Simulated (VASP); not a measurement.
# Li (P6_3/mmc) in VASP: further runs

The runs below take Li through single point, with RPBE.

All numbers are computed with VASP 6.6.1; they aren't measurements. Logs are shortened: lines on timing, memory, paths and dates and some standing lists are left out, and cuts for length are marked.

**1. The cell of the first run**

The structure is hexagonal, space group P6_3/mmc (No. 194). The conventional cell has a = 3.142 Å, b = 3.142 Å, c = 5.126 Å, α = 90.00°, β = 90.00°, γ = 120.00°. Li (site symmetry -6m2) has 12 Li at 3.14 Å within 4.1 Å.

**2. Single point, RPBE (volume scaled by 1.04)**

File INCAR:

```
SYSTEM = Li
  PREC = Accurate
  ENCUT = 520
  EDIFF = 1E-7
  ISMEAR = -1
  SIGMA = 0.1
  LREAL = .False.
  LASPH = .True.
  NELM = 60
  ALGO = Normal
  ISIF = 2
  LWAVE = .False.
  LCHARG = .False.
  GGA = RP
  NBANDS = 10
```

File KPOINTS:

```
regular mesh
0
Gamma
  13 13 7
  0 0 0
```

File POSCAR:

```
Li
1.0
    3.1418016058      0.0000000000      0.0000000000
   -1.5709008029      2.7208800042      0.0000000000
    0.0000000000      0.0000000000      5.1255032215
Li
2
Direct
    0.3333333333      0.6666666667      0.2500000000
    0.6666666667      0.3333333333      0.7500000000
```

Potentials or basis: VASP PAW PBE potentials, release 64 (Li_sv).

On the command line:

```
$ cat potpaw_PBE.64/Li_sv/POTCAR > POTCAR
$ mpirun -np 1 vasp_std > vasp.out
```

OUTCAR:

```text
SYSTEM = Li
   PREC = Accurate
   ENCUT = 520
   EDIFF = 1E-7
   ISMEAR = -1
   LREAL = .False.
   LASPH = .True.
   NELM = 60
   ISIF = 2
   GGA = RP

 ion  position               nearest neighbor table
   1  0.333  0.667  0.250-
   2  0.667  0.333  0.750-

  LATTYP: Found a hexagonal cell.
 ALAT       =     3.1418016058
 C/A-ratio  =     1.6313898408

  Lattice vectors:

 A1 = (   3.1418016058,   0.0000000000,   0.0000000000)
 A2 = (  -1.5709008029,   2.7208800042,   0.0000000000)
 A3 = (   0.0000000000,   0.0000000000,   5.1255032215)

Analysis of symmetry for initial positions (statically):
=====================================================================
 Subroutine PRICEL returns:
 Original cell was already a primitive cell.

 Routine SETGRP: Setting up the symmetry group for a
 hexagonal supercell.

 Subroutine GETGRP returns: Found 24 space group operations
 (whereof 12 operations were pure point group operations)
 out of a pool of 24 trial point group operations.

The static configuration has the point symmetry D_3d.
 The point group associated with its full space group is D_6h.

Analysis of symmetry for dynamics (positions and initial velocities):
=====================================================================
 Subroutine PRICEL returns:
 Original cell was already a primitive cell.

 Routine SETGRP: Setting up the symmetry group for a
 hexagonal supercell.

 Subroutine GETGRP returns: Found 24 space group operations
 (whereof 12 operations were pure point group operations)
 out of a pool of 24 trial point group operations.

The dynamic configuration has the point symmetry D_3d.
 The point group associated with its full space group is D_6h.

 Subroutine INISYM returns: Found 24 space group operations
 (whereof 12 operations are pure point group operations),
 and found     1 'primitive' translations

----------------------------------------------------------------------------------------

                                     Primitive cell

  volume of cell :      43.8152

  direct lattice vectors                    reciprocal lattice vectors
     3.141801606  0.000000000  0.000000000     0.318288716  0.183764076  0.000000000
    -1.570900803  2.720880004  0.000000000     0.000000000  0.367528152  0.000000000
     0.000000000  0.000000000  5.125503221     0.000000000  0.000000000  0.195102794

  length of vectors
     3.141801606  3.141801606  5.125503221     0.367528152  0.367528152  0.195102794

  position of ions in fractional coordinates (direct lattice)
     0.333333333  0.666666667  0.250000000
     0.666666667  0.333333333  0.750000000

  ion indices of the primitive-cell ions
   primitive index   ion index
                 1           1
                 2           2

----------------------------------------------------------------------------------------

 KPOINTS: regular mesh

Automatic generation of k-mesh.
 Grid dimensions read from file:
 generate k-points for:   13   13    7

 Generating k-lattice:

  Cartesian coordinates                     Fractional coordinates (reciprocal lattice)
     0.024483747  0.014135698  0.000000000     0.076923077  0.000000000  0.000000000
     0.000000000  0.028271396  0.000000000     0.000000000  0.076923077  0.000000000
     0.000000000  0.000000000  0.027871828     0.000000000  0.000000000  0.142857143

  Length of vectors
     0.028271396  0.028271396  0.027871828

  Shift w.r.t. Gamma in fractional coordinates (k-lattice)
     0.000000000  0.000000000  0.000000000

 Subroutine IBZKPT returns following result:
 ===========================================

 Found     84 irreducible k-points:

 Following reciprocal coordinates:
            Coordinates               Weight
  0.000000  0.000000  0.000000      1.000000
  0.076923  0.000000  0.000000      6.000000
  0.153846  0.000000  0.000000      6.000000
  0.230769  0.000000  0.000000      6.000000
  0.307692  0.000000  0.000000      6.000000
  0.384615  0.000000  0.000000      6.000000
[... 16 lines left out ...]
  0.076923  0.000000  0.142857     12.000000
  0.153846  0.000000  0.142857     12.000000
 [... further k-points ...]
   k-points           NKPTS =     84   k-points in BZ     NKDIM =     84   number of bands    NBANDS=     10
   number of dos      NEDOS =    301   number of ions     NIONS =      2
   total plane-waves  NPLWV =  23040
   dimension x,y,z NGX =    24 NGY =   24 NGZ =   40
   dimension x,y,z NGXF=    48 NGYF=   48 NGZF=   80
   ions per type =               2
   NGX,Y,Z   is equivalent  to a cutoff of  12.70, 12.70, 12.97 a.u.
   NGXF,Y,Z  is equivalent  to a cutoff of  25.40, 25.40, 25.95 a.u.
 SYSTEM =  Li
   PREC   = accura    normal or accurate (medium, high low for compatibility)
   ISTART =      0    job   : 0-new  1-cont  2-samecut
   ICHARG =      2    charge: 1-file 2-atom 10-const
   ISPIN  =      1    spin polarized calculation?
   LNONCOLLINEAR =      F non collinear calculations
   LSORBIT =      F    spin-orbit coupling
   LASPH  =      T    aspherical Exc in radial PAW
   ENCUT  =  520.0 eV  38.22 Ry    6.18 a.u.   5.84  5.84  9.53*2*pi/ulx,y,z
   NELM   =     60;   NELMIN=  2; NELMDL= -5     # of ELM steps
   EDIFF  = 0.1E-06   stopping-criterion for ELM
   LREAL  =      F    real-space projection
   EDIFFG = 0.1E-05   stopping-criterion for IOM
   NSW    =      0    number of steps for IOM
   IBRION =     -1    ionic relax: 0-MD 1-quasi-New 2-CG
   NFREE  =      0    steps in history (QN), initial steepest desc. (CG)
   ISIF   =      2    stress and relaxation
   ISYM   =      2    0-nonsym 1-usesym 2-fastsym
   POTIM  = 0.5000    time-step for ionic-motion
   TEBEG  =    0.0;   TEEND  =   0.0 temperature during run
   PSTRESS=    0.0 pullay stress
   NELECT =       6.0000    total number of electrons
   NUPDOWN=      -1.0000    fix difference up-down
   EMIN   =  10.00;   EMAX   =-10.00  energy-range for DOS
   EFERMI =   0.00;   METHOD = LEGACY
   ISMEAR =    -1;   SIGMA  =   0.10  broadening in eV -4-tet -1-fermi 0-gaus
   EFERMI_NEDOS =   21; number of points for ismear=-14 and -15
   IALGO  =     38    algorithm
   IMIX   =      4    mixing-type and parameters
     AMIX     =   0.40;   BMIX     =  1.00
     AMIX_MAG =   1.60;   BMIX_MAG =  1.00
  volume/ion in A,a.u.               =      21.91       147.84
  Fermi-wavevector in a.u.,A,eV,Ry     =   0.843821  1.594591  9.687811  0.712034
  Thomas-Fermi vector in A             =   1.958750
   LORBIT       =      0    0 simple, 1 ext, 2 COOP (PROOUT), +10 PAW based schemes
   GGA     = RP    functional components
   LHFCALC =     F    Hartree Fock is set to
   AEXX    =    0.0000 exact exchange contribution
   IVDW    =     0    specifies the selected vdW correction
   LEPSILON=     F    determine dielectric tensor
   LRPA    =     F    only Hartree local field effects (RPA)
 non-spin polarized calculation
  energy-cutoff  :      520.00
  volume of cell :       43.82
 maximum number of plane-waves:      1193
 NGX is ok and might be reduce to    24
   NGX = 11   NGY = 11   NGZ = 19

 number of electron       5.9999999 magnetization

 Free energy of the ion-electron system (eV)
  ---------------------------------------------------
  ext. energy  EPLUGINS =         0.00000000
  ---------------------------------------------------
  free energy    TOTEN  =        -3.63792991 eV

  energy without entropy =       -3.60333150  energy(sigma->0) =       -3.62063070

 E-fermi :   0.4671     XC(G=0):  -6.8260

 val. band max:        0.4450678554   @ k =   0.1538   0.0000   0.1429
 cond. band min:       0.4739987728   @ k =   0.4615   0.0000   0.2857
 fundamental gap:      0.0289309173
 Fermi energy:         0.4671298970

 k-point     1 :       0.0000    0.0000    0.0000
  band No.  band energies     occupation
      1     -46.3819      2.00000
      2     -46.3691      2.00000
      3      -2.9931      2.00000
      4       0.4961      0.85626
      5       3.1684      0.00000
      6      12.4082      0.00000
      7      12.4083      0.00000
      8      13.7408      0.00000
      9      13.7410      0.00000
     10      14.3930      0.00000

 k-point     2 :       0.0769    0.0000    0.0000
  band No.  band energies     occupation
      1     -46.3812      2.00000
      2     -46.3688      2.00000
      3      -2.9014      2.00000
      4       0.6141      0.37397
      5       3.2086      0.00000
      6      11.4107      0.00000
      7      11.7485      0.00000
      8      13.7027      0.00000
      9      14.1530      0.00000
     10      14.2863      0.00000

 k-point     3 :       0.1538    0.0000    0.0000
  band No.  band energies     occupation
      1     -46.3794      2.00000
      2     -46.3680      2.00000
      3      -2.6264      2.00000
      4       0.9678      0.01329
      5       3.3193      0.00000
      6       9.5602      0.00000
      7      10.7715      0.00000
      8      13.5415      0.00000
      9      13.6397      0.00000
     10      14.0517      0.00000

 k-point     4 :       0.2308    0.0000    0.0000
  band No.  band energies     occupation
      1     -46.3768      2.00000
      2     -46.3669      2.00000
      3      -2.1681      2.00000
      4       1.5560      0.00004
      5       3.4460      0.00000
      6       7.7536      0.00000
      7       9.9152      0.00000
      8      11.9944      0.00000
      9      12.1064      0.00000
     10      13.5465      0.00000
[... 222 lines left out ...]
 k-point    22 :       0.0000    0.0000    0.1429
  band No.  band energies     occupation
      1     -46.3812      2.00000
      2     -46.3698      2.00000
      3      -2.9039      2.00000
      4       0.0190      1.97761
      5       3.8537      0.00000
      6      12.4943      0.00000
      7      12.4945      0.00000
      8      13.2703      0.00000
      9      13.7457      0.00000
     10      13.7458      0.00000

 k-point    23 :       0.0769    0.0000    0.1429
  band No.  band energies     occupation
      1     -46.3806      2.00000
      2     -46.3695      2.00000
      3      -2.8122      2.00000
      4       0.1262      1.93596
      5       3.9040      0.00000
      6      11.4919      0.00000
      7      11.8454      0.00000
      8      13.1644      0.00000
      9      13.8608      0.00000
     10      14.0428      0.00000

 k-point    24 :       0.1538    0.0000    0.1429
  band No.  band energies     occupation
      1     -46.3789      2.00000
      2     -46.3686      2.00000
      3      -2.5370      2.00000
      4       0.4451      1.10986
      5       4.0463      0.00000
      6       9.6406      0.00000
      7      10.8757      0.00000
      8      12.9060      0.00000
      9      13.1105      0.00000
     10      13.8545      0.00000

 [... further k-points ...]
[... 5 lines left out ...]
  --------------------------------------------------------------------------------------
  -------------------------------------------------------------------------------------
  Total       -0.1625781     -0.1625781     -0.1158171     -0.0000000      0.0000000      0.0000000
  in kB       -5.9449451     -5.9449451     -4.2350516     -0.0000000      0.0000000      0.0000000
  external PRESSURE =      -5.3749806 kB  Pullay stress =       0.0000000 kB

 VOLUME and BASIS-vectors are now :
 -----------------------------------------------------------------------------
  energy-cutoff  :      520.00
  volume of cell :       43.82
      direct lattice vectors                 reciprocal lattice vectors
     3.141801606  0.000000000  0.000000000     0.318288716  0.183764076  0.000000000
    -1.570900803  2.720880004  0.000000000     0.000000000  0.367528152  0.000000000
     0.000000000  0.000000000  5.125503221     0.000000000  0.000000000  0.195102794

 POSITION                                       TOTAL-FORCE (eV/Angst)
 -----------------------------------------------------------------------------------
     -0.00000      1.81392      1.28138        -0.000000     -0.000000      0.000000
      1.57090      0.90696      3.84413         0.000000      0.000000      0.000000
 -----------------------------------------------------------------------------------
    total drift:                                0.000000     -0.000000      0.000000

  FREE ENERGIE OF THE ION-ELECTRON SYSTEM (eV)
  ---------------------------------------------------
  free  energy   TOTEN  =        -3.6379299098 eV

  energy  without entropy=       -3.6033314991  energy(sigma->0) =       -3.62063070
```

Run time: 18 s. Hardware: 1 thread of Intel Xeon 6975P-C, shared host; peak memory 0.16 GiB.

What came out:

```
Free energy            : -3.6379 eV
Band gap on the k mesh : zero (band 3 reaches 2.04 eV, above the bottom of band 4 at -1.58 eV)
```

Caveat: the cutoff is under 1.25 times the usual one of these potentials, so pressure, stress and relaxed cells hold a basis-set (Pulay) error; the PAW data sets were made with another functional, which shifts forces and pressure a little.

**3. Single point, RPBE (volume scaled by 1.08)**

File INCAR:

```
SYSTEM = Li
PREC = Accurate
ENCUT = 520
EDIFF = 1E-7
ISMEAR = -1
SIGMA = 0.1
LREAL = .False.
LASPH = .True.
NELM = 100
ALGO = Normal
ISIF = 2
LWAVE = .False.
LCHARG = .False.
GGA = RP
NBANDS = 10
```

KPOINTS is that of step 2.

File POSCAR:

```
Li
1.0
    3.1815754687      0.0000000000      0.0000000000
   -1.5907877343      2.7553251799      0.0000000000
    0.0000000000      0.0000000000      5.1903898973
Li
2
Direct
    0.3333333333      0.6666666667      0.2500000000
    0.6666666667      0.3333333333      0.7500000000
```

Potentials or basis: VASP PAW PBE potentials, release 64 (Li_sv).

On the command line:

```
$ cat potpaw_PBE.64/Li_sv/POTCAR > POTCAR
$ mpirun -np 1 vasp_std > vasp.out
```

Run time: 24 s. Hardware: 1 thread of Intel Xeon 6975P-C, shared host; peak memory 0.16 GiB.

Results (log left out):

| Quantity | Value |
| --- | --- |
| Free energy | -3.6309 eV |
| Band gap on the k mesh | zero (band 3 reaches 1.91 eV, above the bottom of band 4 at -1.65 eV) |

Levels at points of the mesh, in eV from the Fermi level:
```
           k point  band 1  band 2  band 3  band 4  band 5  band 6
(0.00, 0.00, 0.00)  -46.92  -46.90   -3.41    0.04    2.59   11.63
```

Caveat: the cutoff is under 1.25 times the usual one of these potentials, so pressure, stress and relaxed cells hold a basis-set (Pulay) error; the PAW data sets were made with another functional, which shifts forces and pressure a little.

[end of part 1 of 2]
